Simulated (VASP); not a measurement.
# Al (Fm-3m) in VASP: notebook, part 2 of 2

VASP 6.6.1.

## (4) Single point, PBE+D3(BJ)

This run uses another cell than the first one, of 16.60 Å³/atom, 0.992 times its volume.

Input file INCAR:

```
PREC = Accurate
ENCUT = 520
EDIFF = 1E-7
ISMEAR = 0
SIGMA = 0.1
LREAL = F
LASPH = T
NELM = 80
ALGO = Normal
ISIF = 2
LWAVE = F
LCHARG = F
GGA = PE
IVDW = 12
NBANDS = 8
```

Input file KPOINTS:

```
Automatic mesh
0
Gamma
  8 8 8
```

Input file POSCAR:

```
Al
1.0
    0.0000000000      2.0248050000      2.0248050000
    2.0248050000      0.0000000000      2.0248050000
    2.0248050000      2.0248050000      0.0000000000
Al
1
Direct
    0.0000000000      0.0000000000      0.0000000000
```

Potentials or basis: VASP PAW PBE potentials, release 64 (Al).

On the command line:

```
cat potpaw_PBE.64/Al/POTCAR > POTCAR
mpirun -np 1 vasp_std > vasp.out
```

OUTCAR:

```text
PREC = Accurate
   ENCUT = 520
   EDIFF = 1E-7
   ISMEAR = 0
   LREAL = F
   LASPH = T
   NELM = 80
   ISIF = 2
   GGA = PE
   IVDW = 12
 IVDW          = 12

 ion  position               nearest neighbor table
   1  0.000  0.000  0.000-

  LATTYP: Found a face centered cubic cell.
 ALAT       =     4.0496100000

  Lattice vectors:

 A1 = (   0.0000000000,   2.0248050000,   2.0248050000)
 A2 = (   2.0248050000,   0.0000000000,   2.0248050000)
 A3 = (   2.0248050000,   2.0248050000,   0.0000000000)

Analysis of symmetry for initial positions (statically):
[... 442 lines left out ...]

 [... further k-points ...]

------------------------ aborting loop because EDIFF is reached ----------------------------------------

 Edisp (eV)   -0.33416

 E8    (eV) :    -0.1494

  FORCE on cell =-STRESS in cart. coord.  units (eV):
  Direction    XX          YY          ZZ          XY          YZ          ZX
  --------------------------------------------------------------------------------------
  -------------------------------------------------------------------------------------
  Total      -0.39493    -0.39493    -0.39493     0.00000    -0.00000     0.00000
  in kB     -38.11087   -38.11087   -38.11087     0.00000    -0.00000     0.00000
  external pressure =      -38.11 kB  Pullay stress =        0.00 kB

 VOLUME and BASIS-vectors are now :
 -----------------------------------------------------------------------------
  energy-cutoff  :      520.00
  volume of cell :       16.60
      direct lattice vectors                 reciprocal lattice vectors
     0.000000000  2.024805000  2.024805000    -0.246937359  0.246937359  0.246937359
     2.024805000  0.000000000  2.024805000     0.246937359 -0.246937359  0.246937359
     2.024805000  2.024805000  0.000000000     0.246937359  0.246937359 -0.246937359

 POSITION                                       TOTAL-FORCE (eV/Angst)
 -----------------------------------------------------------------------------------
      0.00000      0.00000      0.00000        -0.000000      0.000000      0.000000
 -----------------------------------------------------------------------------------
    total drift:                                0.000000     -0.000000     -0.000000

  FREE ENERGIE OF THE ION-ELECTRON SYSTEM (eV)
  ---------------------------------------------------
  free  energy   TOTEN  =        -4.0756071664 eV

  energy  without entropy=       -4.0724960931  energy(sigma->0) =       -4.07405163
```

OSZICAR:

```text
N       E                     dE             d eps       ncg     rms          rms(c)
DAV:   1    -0.247176581937E+01   -0.24718E+01   -0.86296E+02   472   0.204E+02
DAV:   2    -0.375639159686E+01   -0.12846E+01   -0.12497E+01   656   0.182E+01
DAV:   3    -0.376331984871E+01   -0.69283E-02   -0.69268E-02   592   0.145E+00
DAV:   4    -0.376333480388E+01   -0.14955E-04   -0.14954E-04   640   0.567E-02
DAV:   5    -0.376333492101E+01   -0.11713E-06   -0.11843E-06   656   0.317E-03    0.130E+00
DAV:   6    -0.375073609388E+01    0.12599E-01   -0.15736E-03   608   0.192E-01    0.757E-01
DAV:   7    -0.374145014726E+01    0.92859E-02   -0.47779E-03   576   0.313E-01    0.146E-01
DAV:   8    -0.374144600646E+01    0.41408E-05   -0.13248E-05   664   0.264E-02    0.707E-03
DAV:   9    -0.374144459932E+01    0.14071E-05   -0.76610E-07   632   0.382E-03    0.698E-04
DAV:  10    -0.374144423834E+01    0.36097E-06   -0.39238E-09   592   0.428E-04    0.179E-04
DAV:  11    -0.374144419231E+01    0.46035E-07   -0.16514E-10   296   0.761E-05
   1 F= -.40756072E+01 E0= -.40740516E+01  d E =-.311107E-02
```

stdout:

```text
POSCAR found type information on POSCAR Al
 POSCAR found :  1 types and       1 ions
 scaLAPACK will be used
 LDA part: xc-table for (Slater+PW92), standard interpolation
 POSCAR, INCAR and KPOINTS ok, starting setup
 FFT: planning ... GRIDC
 FFT: planning ... GRID_SOFT
 FFT: planning ... GRID
 WAVECAR not read
 entering main loop
```

It took 4.8 s on 1 thread of AMD EPYC 9R45 (Zen 5), shared host; peak memory 0.1 GiB.

What came out:

| Item | Value |
| --- | --- |
| Free energy | -4.0756 eV |
| Pressure | -3.8 GPa |
| Dispersion energy per atom | -0.334 eV |

Levels at points of the mesh, in eV from the Fermi level:
```
           k point  band 1  band 2  band 3  band 4  band 5
(0.00, 0.00, 0.00)  -11.15   12.53   12.53   12.53   13.97
(0.50, 0.00, 0.00)   -4.63   -4.43   11.29   11.29   11.37
(0.50, 0.50, 0.00)   -2.97   -1.66    5.20    5.51    5.51
```

Caveat: pairwise dispersion overbinds metals, which lowers pressure and volume.

## (5) Single point, PBE+D3(BJ)

This run uses another cell than the first one, of 15.79 Å³/atom, 0.943 times its volume.

Input file INCAR:

```
SYSTEM = Al
PREC = Accurate ; ENCUT = 520
EDIFF = 1E-6 ; ISMEAR = 0
SIGMA = 0.1 ; LREAL = .FALSE.
LASPH = .TRUE. ; NELM = 80
ALGO = Normal ; ISIF = 2
LWAVE = .FALSE. ; LCHARG = .FALSE.
GGA = PE ; IVDW = 12
NBANDS = 8
```

Input file KPOINTS:

```
regular mesh
0
G
  18 18 18
  0 0 0
```

Input file POSCAR:

```
Al
1.0
    0.0000000000      1.9913663546      1.9913663546
    1.9913663546      0.0000000000      1.9913663546
    1.9913663546      1.9913663546      0.0000000000
Al
1
Direct
    0.0000000000      0.0000000000      0.0000000000
```

Potentials or basis: VASP PAW PBE potentials, release 64 (Al).

On the command line:

```
cat potpaw_PBE.64/Al/POTCAR > POTCAR
mpirun -np 1 vasp_std > vasp.out
```

OUTCAR:

```text
SYSTEM = Al
   PREC = Accurate
   ENCUT = 520
   EDIFF = 1E-6
   ISMEAR = 0
   LREAL = .FALSE.
   LASPH = .TRUE.
   NELM = 80
   ISIF = 2
   GGA = PE
   IVDW = 12
 IVDW          = 12

 ion  position               nearest neighbor table
   1  0.000  0.000  0.000-

  LATTYP: Found a face centered cubic cell.
 ALAT       =     3.9827327092

  Lattice vectors:

 A1 = (   0.0000000000,   1.9913663546,   1.9913663546)
 A2 = (   1.9913663546,   0.0000000000,   1.9913663546)
 A3 = (   1.9913663546,   1.9913663546,   0.0000000000)

Analysis of symmetry for initial positions (statically):
=====================================================================
 Subroutine PRICEL returns:
 Original cell was already a primitive cell.

 Routine SETGRP: Setting up the symmetry group for a
 face centered cubic supercell.

 Subroutine GETGRP returns: Found 48 space group operations
 (whereof 48 operations were pure point group operations)
 out of a pool of 48 trial point group operations.

The static configuration has the point symmetry O_h .

Analysis of symmetry for dynamics (positions and initial velocities):
=====================================================================
 Subroutine PRICEL returns:
 Original cell was already a primitive cell.

 Routine SETGRP: Setting up the symmetry group for a
 face centered cubic supercell.

 Subroutine GETGRP returns: Found 48 space group operations
 (whereof 48 operations were pure point group operations)
 out of a pool of 48 trial point group operations.

The dynamic configuration has the point symmetry O_h .

 Subroutine INISYM returns: Found 48 space group operations
 (whereof 48 operations are pure point group operations),
 and found     1 'primitive' translations

----------------------------------------------------------------------------------------

                                     Primitive cell

  volume of cell :      15.7937

[... 109 lines left out ...]
  Thomas-Fermi vector in A             =   2.068542
   LORBIT       =      0    0 simple, 1 ext, 2 COOP (PROOUT), +10 PAW based schemes
   GGA     = PE    functional components
   LHFCALC =     F    Hartree Fock is set to
   AEXX    =    0.0000 exact exchange contribution
   IVDW    =    12    specifies the selected vdW correction
   LEPSILON=     F    determine dielectric tensor
   LRPA    =     F    only Hartree local field effects (RPA)
 non-spin polarized calculation
 Gauss-broadening in eV      SIGMA  =   0.10
  energy-cutoff  :      520.00
  volume of cell :       15.79
 maximum number of plane-waves:       444
 NGX is ok and might be reduce to    24
   NGX = 11   NGY = 11   NGZ = 11

 number of electron       3.0000000 magnetization

 Free energy of the ion-electron system (eV)
  ---------------------------------------------------
  ext. energy  EPLUGINS =         0.00000000
  ---------------------------------------------------
  free energy    TOTEN  =        -3.73685955 eV

  energy without entropy =       -3.73391893  energy(sigma->0) =       -3.73538924

 E-fermi :   8.4596     XC(G=0): -10.3559

 val. band max:        8.4590293133   @ k =  -0.4444   0.3333   0.1111
 cond. band min:       8.4852710890   @ k =  -0.2222   0.3889   0.1667
 fundamental gap:      0.0262417757
 Fermi energy:         8.4596336472

 k-point     1 :       0.0000    0.0000    0.0000
  band No.  band energies     occupation
      1      -2.9760      2.00000
      2      21.3291      0.00000
      3      21.3291      0.00000
      4      21.3291      0.00000
      5      23.1586      0.00000
      6      23.1586      0.00000
      7      23.1586      0.00000
      8      25.2510      0.00000
[... 243 lines left out ...]
 k-point    24 :      -0.2222    0.0556    0.0000
  band No.  band energies     occupation
      1      -1.2873      2.00000
      2      12.4034      0.00000
      3      18.0254      0.00000
      4      20.9490      0.00000
      5      22.7458      0.00000
      6      23.8288      0.00000
      7      24.3010      0.00000
      8      26.5430      0.00000

 [... further k-points ...]

------------------------ aborting loop because EDIFF is reached ----------------------------------------

 Edisp (eV)   -0.35199

 E8    (eV) :    -0.1575

  FORCE on cell =-STRESS in cart. coord.  units (eV):
  Direction    XX          YY          ZZ          XY          YZ          ZX
  --------------------------------------------------------------------------------------
  -------------------------------------------------------------------------------------
  Total      -0.00693    -0.00693    -0.00693    -0.00000     0.00000     0.00000
  in kB      -0.70253    -0.70253    -0.70253    -0.00000     0.00000     0.00000
  external pressure =       -0.70 kB  Pullay stress =        0.00 kB

 VOLUME and BASIS-vectors are now :
 -----------------------------------------------------------------------------
  energy-cutoff  :      520.00
  volume of cell :       15.79
      direct lattice vectors                 reciprocal lattice vectors
     0.000000000  1.991366355  1.991366355    -0.251083885  0.251083885  0.251083885
     1.991366355  0.000000000  1.991366355     0.251083885 -0.251083885  0.251083885
     1.991366355  1.991366355  0.000000000     0.251083885  0.251083885 -0.251083885

 POSITION                                       TOTAL-FORCE (eV/Angst)
 -----------------------------------------------------------------------------------
      0.00000      0.00000      0.00000         0.000000     -0.000000     -0.000000
 -----------------------------------------------------------------------------------
    total drift:                                0.000000     -0.000000      0.000000

  FREE ENERGIE OF THE ION-ELECTRON SYSTEM (eV)
  ---------------------------------------------------
  free  energy   TOTEN  =        -4.0888460178 eV

  energy  without entropy=       -4.0859053970  energy(sigma->0) =       -4.08737571
```

It took 20 s on 1 thread of AMD EPYC 9R45 (Zen 5), shared host; peak memory 0.12 GiB.

Results:

```yaml
Free_energy: -4.0888 eV
Pressure: -0.1 GPa
Dispersion_energy_per_atom: -0.352 eV
```

Caveat: pairwise dispersion overbinds metals, which lowers pressure and volume.

## (6) Relaxation of cell and atoms, PBE+D3(BJ)

This run uses another cell than the first one, of 16.60 Å³/atom, 0.992 times its volume.

Input file INCAR:

```
  ALGO = Normal
  EDIFF = 1E-7
  EDIFFG = -0.005
  ENCUT = 600
  GGA = PE
  IBRION = 2
  ISIF = 3
  ISMEAR = 0
  IVDW = 12
  LASPH = True
  LCHARG = False
  LREAL = False
  LWAVE = False
  NELM = 80
  NSW = 100
  PREC = Accurate
  SIGMA = 0.1
```

Input file KPOINTS:

```
k-points
0
Gamma
  18 18 18
```

Input file POSCAR:

```
Al
1.0
    0.0000000000      2.0248050000      2.0248050000
    2.0248050000      0.0000000000      2.0248050000
    2.0248050000      2.0248050000      0.0000000000
Al
1
Direct
    0.0000000000      0.0000000000      0.0000000000
```

Potentials or basis: VASP PAW PBE potentials, release 64 (Al).

On the command line:

```
cat potpaw_PBE.64/Al/POTCAR > POTCAR
mpirun -np 1 vasp_std > vasp.out
```

It took 28 s on 1 thread of AMD EPYC 9R45 (Zen 5), shared host; peak memory 0.12 GiB.

The run converged. Its results:

| Property | Result |
| --- | --- |
| Free energy | -4.0890 eV |
| Relaxed volume | 15.78 Å³/atom |
| Relaxed cell | a = 2.815 Å, b = 2.815 Å, c = 2.815 Å, α = 60.00°, β = 60.00°, γ = 60.00° |
| Space group after relaxing (to 0.05 Å) | Fm-3m (No. 225) |
| Energy gained by relaxing | 10.4 meV/atom |
| Ionic steps | 3 |
| Pressure after relaxing | 0.0 GPa |
| Dispersion energy per atom | -0.352 eV |

The path:
| step | energy change (eV) | largest force (eV/Å) | pressure (GPa) | volume (Å³) |
| --- | --- | --- | --- | --- |
| 1 | 0.0000 | 0.0000 | -3.85 | 16.60 |
| 2 | -0.0101 | 0.0000 | 0.65 | 15.66 |
| 3 | -0.0104 | 0.0000 | 0.01 | 15.78 |

Final structure:
```xyz
1
Lattice="0.0000 1.9908 1.9908 1.9908 0.0000 1.9908 1.9908 1.9908 0.0000" Properties=species:S:1:pos:R:3 pbc="T T T"
Al    0.0000    0.0000    0.0000
```

Levels at points of the mesh, in eV from the Fermi level:
```tsv
k point	band 1	band 2	band 3	band 4	band 5
(0.00, 0.00, 0.00)	-11.44	12.87	12.87	12.87	14.71
(0.50, 0.00, 0.00)	-4.77	-4.44	11.67	11.67	11.90
(0.50, 0.50, 0.00)	-3.03	-1.61	5.27	5.81	5.81
```

Caveat: pairwise dispersion overbinds metals, which lowers pressure and volume.

## (7) Summary

```tsv
task	cell	k mesh	cutoff (eV)	gap on the mesh (eV)	pressure (GPa)
single point	a = 2.871 Å, angles 60.0°, 1 atom	18 × 18 × 18	520	none	-4.4
single point	a = 2.907 Å, angles 60.0°, 1 atom	18 × 18 × 18	520	none	-6.6
single point	a = 2.864 Å, angles 60.0°, 1 atom	8 × 8 × 8	520	none	-3.8
single point	a = 2.816 Å, angles 60.0°, 1 atom	18 × 18 × 18	520	none	-0.1
relaxation of cell and atoms	relaxed from a = 2.864 Å, angles 60.0°, 1 atom	18 × 18 × 18	600	none	0.0
```

Alike in all rows: level PBE+D3(BJ); potentials or basis VASP PAW PBE potentials, release 64 (Al); no spin polarisation; smearing gaussian 0.1 eV.

Caveats: pairwise dispersion overbinds metals, which lowers pressure and volume.

Absolute energies hang on the potentials; compare differences alone.
